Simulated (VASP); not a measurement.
CuO:

```
Cu O
1.0
     2.34465   -1.71340    0.00000
     2.34465    1.71340    0.00000
    -0.86055    0.00000    5.05944
Cu O
2 2
Direct
  0.00320 0.49680 0.00000
  0.49680 0.00320 0.50000
  0.57140 0.40560 0.25370
  0.40560 0.57140 0.75370
```

Base run:

- Program: VASP 6.6.1
- Functional: PBE
- Potentials or basis: VASP PAW PBE potentials, release 64 (Cu, O)
- Cutoff: 520 eV
- k mesh: 10 × 10 × 6
- Occupations: gaussian, width 0.1 eV
- Spin: no spin polarisation

Its results: band gap on the k mesh zero (bands 17 and 18 overlap by 0.70 eV); pressure 6.4 GPa; largest force 0.786 eV/Å.

Q: The run is repeated on the same cell with these changes: k mesh from 10 × 10 × 6 to 2 × 2 × 2. What comes out?

A: Band gap on the k mesh zero (bands 17 and 18 overlap by 0.62 eV); pressure 10.1 GPa; largest force 0.718 eV/Å.

Caveats: some runs use coarse meshes; semilocal functionals often make such compounds metallic where correlation or magnetic order opens a gap, which also shifts bond lengths; the cell stands under pressure (at least some runs).
